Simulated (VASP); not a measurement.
# Fe (Im-3m) in VASP: single point with PBE+U

Aim: the single point of Fe with PBE+U.

Program: VASP 6.6.1. These are calculated values, not measurements. Logs are shortened: lines on timing, memory, paths and dates and some standing lists are left out, and cuts for length are marked.

## 1. The cell of the first run

It takes space group Im-3m (No. 229, cubic). The conventional cell has a = 2.871 Å, b = 2.871 Å, c = 2.871 Å, α = 90.00°, β = 90.00°, γ = 90.00°. Fe (site symmetry m-3m) has 14 Fe at 2.49 to 2.87 Å within 3.3 Å.

## 2. Single point, PBE+U, collinear spin, ferromagnetic start

The input, INCAR:

```
PREC = Accurate
ENCUT = 520
EDIFF = 1E-7
ISMEAR = -1
SIGMA = 0.1
LREAL = F
LASPH = T
NELM = 150
ALGO = Normal
ISIF = 2
LWAVE = F
LCHARG = F
ISPIN = 2
MAGMOM = 3.09 3.13
LORBIT = 11
LMAXMIX = 4
LDAU = T
LDAUTYPE = 2
LDAUL = 2
LDAUU = 4
LDAUJ = 0
LDAUPRINT = 1
GGA = PE
NBANDS = 19
ISYM = 0
```

The input, KPOINTS:

```
Automatic mesh
0
Gamma
  12 11 6
```

The input, POSCAR:

```
Fe
1.0
    1.4357100000     -1.4357100000     -1.4357100000
   -2.8714200000      0.0000000000      0.0000000000
    0.0000000000      2.8714200000     -2.8714200000
Fe
2
Direct
    0.0000000000      0.0000000000      0.0000000000
    0.0000000000      0.5000000000      0.5000000000
```

Potentials or basis: VASP PAW PBE potentials, release 64 (Fe).

Launch:

```sh
> cat potpaw_PBE.64/Fe/POTCAR > POTCAR
> mpirun -np 1 vasp_std > vasp.out
```

OUTCAR:

```text
PREC = Accurate
   ENCUT = 520
   EDIFF = 1E-7
   ISMEAR = -1
   LREAL = F
   LASPH = T
   NELM = 150
   ISIF = 2
   ISPIN = 2
   LORBIT = 11
   GGA = PE
   ISYM = 0

 ion  position               nearest neighbor table
   1  0.000  0.000  0.000-   2 2.49   2 2.49   2 2.49   2 2.49   2 2.87   2 2.87   2 2.87   2 2.87

   2  0.000  0.500  0.500-   1 2.49   1 2.49   1 2.49   1 2.49   1 2.87   1 2.87   1 2.87   1 2.87

IMPORTANT INFORMATION: All symmetrisations will be switched off!
NOSYMM: (Re-)initialisation of all symmetry stuff for point group C_1.

----------------------------------------------------------------------------------------

                                     Primitive cell

  volume of cell :      23.6750

  direct lattice vectors                    reciprocal lattice vectors
     1.435710000 -1.435710000 -1.435710000     0.000000000 -0.348259746 -0.348259746
    -2.871420000  0.000000000  0.000000000    -0.348259746 -0.174129873 -0.174129873
     0.000000000  2.871420000 -2.871420000     0.000000000  0.174129873 -0.174129873

  length of vectors
     2.486722665  2.871420000  4.060801107     0.492513656  0.426529338  0.246256828

  position of ions in fractional coordinates (direct lattice)
     0.000000000  0.000000000  0.000000000
     0.000000000  0.500000000  0.500000000

  ion indices of the primitive-cell ions
   primitive index   ion index
                 1           1
                 2           2

----------------------------------------------------------------------------------------

 KPOINTS: Automatic mesh

Automatic generation of k-mesh.
 Grid dimensions read from file:
 generate k-points for:   12   11    6

 Generating k-lattice:

  Cartesian coordinates                     Fractional coordinates (reciprocal lattice)
[... 172 lines left out ...]
  0.0053  0.0009  0.2049 -0.0028 -0.0001
 -0.0037  0.0121 -0.0028  0.3923 -0.0047
  0.0001 -0.0015 -0.0001 -0.0047  0.2050

 occupancies and eigenvectors

  o =  0.2046  v =  0.0000  0.0000  0.0000  0.0000  0.0000 -0.0241  0.0001  0.8596  0.0248  0.5098      0.0000  0.0000  0.0000  0.0000  0.0000  0.0000  0.0000  0.0000  0.0000  0.0000
  o =  0.2050  v =  0.0000  0.0000  0.0000  0.0000  0.0000  0.0140  0.0076 -0.5100  0.0137  0.8599      0.0000  0.0000  0.0000  0.0000  0.0000  0.0000  0.0000  0.0000  0.0000  0.0000
  o =  0.3708  v =  0.0000  0.0000  0.0000  0.0000  0.0000  0.4969 -0.7173  0.0041  0.4884 -0.0071      0.0000  0.0000  0.0000  0.0000  0.0000  0.0000  0.0000  0.0000  0.0000  0.0000
  o =  0.3961  v =  0.0000  0.0000  0.0000  0.0000  0.0000 -0.6996  0.0014 -0.0298  0.7137 -0.0176      0.0000  0.0000  0.0000  0.0000  0.0000  0.0000  0.0000  0.0000  0.0000  0.0000
  o =  0.4054  v =  0.0000  0.0000  0.0000  0.0000  0.0000  0.5128  0.6968  0.0097  0.5012 -0.0167      0.0000  0.0000  0.0000  0.0000  0.0000  0.0000  0.0000  0.0000  0.0000  0.0000
  o =  0.9281  v =  0.4653 -0.7626 -0.0096  0.4490  0.0163  0.0000  0.0000  0.0000  0.0000  0.0000      0.0000  0.0000  0.0000  0.0000  0.0000  0.0000  0.0000  0.0000  0.0000  0.0000
  o =  0.9284  v =  0.7072  0.0153 -0.0058 -0.7068 -0.0040  0.0000  0.0000  0.0000  0.0000  0.0000      0.0000  0.0000  0.0000  0.0000  0.0000  0.0000  0.0000  0.0000  0.0000  0.0000
  o =  0.9303  v =  0.5321  0.6453  0.0218  0.5464 -0.0378  0.0000  0.0000  0.0000  0.0000  0.0000      0.0000  0.0000  0.0000  0.0000  0.0000  0.0000  0.0000  0.0000  0.0000  0.0000
  o =  0.9393  v = -0.0148 -0.0426  0.5126 -0.0150 -0.8573  0.0000  0.0000  0.0000  0.0000  0.0000      0.0000  0.0000  0.0000  0.0000  0.0000  0.0000  0.0000  0.0000  0.0000  0.0000
  o =  0.9395  v =  0.0053  0.0006  0.8583 -0.0047  0.5131  0.0000  0.0000  0.0000  0.0000  0.0000      0.0000  0.0000  0.0000  0.0000  0.0000  0.0000  0.0000  0.0000  0.0000  0.0000

 number of electron      15.9999994 magnetization       5.6742656

 Free energy of the ion-electron system (eV)
  ---------------------------------------------------
  ext. energy  EPLUGINS =         0.00000000
  ---------------------------------------------------
  free energy    TOTEN  =       -10.44624426 eV

  energy without entropy =      -10.37934339  energy(sigma->0) =      -10.41279382

 E-fermi :   5.7388     XC(G=0): -12.8352

 val. band max:        5.7364324346   @ k =  -0.3333   0.0000   0.3333
 cond. band min:       5.7390376948   @ k =   0.1667  -0.1818   0.3333
 fundamental gap:      0.0026052602
 Fermi energy:         5.7387781320

 spin component 1

 k-point     1 :       0.0000    0.0000    0.0000
  band No.  band energies     occupation
      1      -2.6996      1.00000
      2      -0.7144      1.00000
      3       0.3511      1.00000
      4       1.2888      1.00000
      5       1.3258      1.00000
      6       1.3330      1.00000
[... 1049 lines left out ...]
     18      23.7424      0.00000
     19      24.6898      0.00000

 [... further k-points ...]
[... 5 lines left out ...]
  --------------------------------------------------------------------------------------
  -------------------------------------------------------------------------------------
  Total        1.7608090      1.7285829      1.7297408     -0.0876780      0.0237456     -0.0905216
  in kB      119.1605939    116.9797314    117.0580943     -5.9335014      1.6069516     -6.1259401
  external PRESSURE =     117.7328065 kB  Pullay stress =       0.0000000 kB

 VOLUME and BASIS-vectors are now :
 -----------------------------------------------------------------------------
  energy-cutoff  :      520.00
  volume of cell :       23.68
      direct lattice vectors                 reciprocal lattice vectors
     1.435710000 -1.435710000 -1.435710000     0.000000000 -0.348259746 -0.348259746
    -2.871420000  0.000000000  0.000000000    -0.348259746 -0.174129873 -0.174129873
     0.000000000  2.871420000 -2.871420000     0.000000000  0.174129873 -0.174129873

 POSITION                                       TOTAL-FORCE (eV/Angst)
 -----------------------------------------------------------------------------------
      0.00000      0.00000      0.00000         0.000000     -0.000000      0.000000
     -1.43571      1.43571     -1.43571        -0.000000      0.000000     -0.000000
 -----------------------------------------------------------------------------------
    total drift:                               -0.000000     -0.000000      0.000000

  FREE ENERGIE OF THE ION-ELECTRON SYSTEM (eV)
  ---------------------------------------------------
  free  energy   TOTEN  =       -10.4462442551 eV

  energy  without entropy=      -10.3793433873  energy(sigma->0) =      -10.41279382

 total charge

# of ion       s       p       d       tot
------------------------------------------
    1        0.482   0.522   6.221   7.225
    2        0.482   0.521   6.221   7.225
--------------------------------------------------
tot          0.964   1.043  12.443  14.450

 magnetization (x)

# of ion       s       p       d       tot
------------------------------------------
    1       -0.026  -0.116   3.084   2.941
    2       -0.026  -0.116   3.084   2.941
--------------------------------------------------
tot         -0.053  -0.233   6.168   5.882
```

stdout:

```text
POSCAR found type information on POSCAR Fe
 POSCAR found :  1 types and       2 ions
 scaLAPACK will be used
 LDA part: xc-table for (Slater+PW92), standard interpolation
 -----------------------------------------------------------------------------
|                                                                             |
|           W    W    AA    RRRRR   N    N  II  N    N   GGGG   !!!           |
|           W    W   A  A   R    R  NN   N  II  NN   N  G    G  !!!           |
|           W    W  A    A  R    R  N N  N  II  N N  N  G       !!!           |
|           W WW W  AAAAAA  RRRRR   N  N N  II  N  N N  G  GGG   !            |
|           WW  WW  A    A  R   R   N   NN  II  N   NN  G    G                |
|           W    W  A    A  R    R  N    N  II  N    N   GGGG   !!!           |
|                                                                             |
|     Your reciprocal lattice and k-lattice belong to different lattice       |
|     classes:                                                                |
|                                                                             |
|        The reciprocal lattice is base centered orthorhombic,                |
|        whereas your k-lattice is simple monoclinic.                         |
|                                                                             |
|     Results are often still useful ...                                      |
|                                                                             |
 -----------------------------------------------------------------------------

 POSCAR, INCAR and KPOINTS ok, starting setup
 FFT: planning ... GRIDC
 FFT: planning ... GRID_SOFT
 FFT: planning ... GRID
 WAVECAR not read
 entering main loop
```

Run time: 17 min. Hardware: 1 thread of Intel Xeon Platinum 8488C (Sapphire Rapids), shared host; peak memory 0.36 GiB.

Results:

| Property | Result |
| --- | --- |
| Free energy | -10.4462 eV |
| Pressure | 11.8 GPa |
| Net moment | 5.67 μB per cell |
| Site moments | Fe +2.94 μB |
| Valence electrons inside the program's atomic spheres | Fe 7.22 |

Levels at points of the mesh, in eV from the Fermi level:
Spin up:
```csv
k point,band 9,band 10,band 11,band 12,band 13,band 14
"(0.00, 0.00, 0.00)",-3.19,-3.11,-1.93,0.31,5.78,17.81
"(0.50, 0.00, 0.00)",-2.16,-1.94,0.31,5.79,9.36,9.37
"(0.00, 0.00, 0.50)",-3.25,-3.25,-3.20,-3.20,14.19,14.19
"(0.50, 0.00, 0.50)",-2.07,-2.06,4.26,4.26,6.62,6.62
```
Spin down:
| k point | band 3 | band 4 | band 5 | band 6 | band 7 | band 8 |
| --- | --- | --- | --- | --- | --- | --- |
| (0.00, 0.00, 0.00) | -0.93 | 0.24 | 0.29 | 0.34 | 0.45 | 2.68 |
| (0.50, 0.00, 0.00) | -1.83 | -0.96 | 0.24 | 2.69 | 2.93 | 2.98 |
| (0.00, 0.00, 0.50) | -0.32 | -0.32 | 0.03 | 0.03 | 1.64 | 1.64 |
| (0.50, 0.00, 0.50) | -1.16 | -1.16 | 0.58 | 0.58 | 1.53 | 1.53 |

Eigenvalues of the final occupation matrices:
| site | spin | trace | eigenvalues |
| --- | --- | --- | --- |
| site 1 d | 1 | 4.67 | 0.93 0.93 0.93 0.94 0.94 |
| site 1 d | 2 | 1.58 | 0.20 0.20 0.37 0.40 0.41 |
| site 2 d | 1 | 4.67 | 0.93 0.93 0.93 0.94 0.94 |
| site 2 d | 2 | 1.58 | 0.20 0.20 0.37 0.40 0.41 |

Caveat: the cell stands under pressure; the U is typed as a test and isn't derived for this compound. The state reached can hang on the start; a lower one may exist.
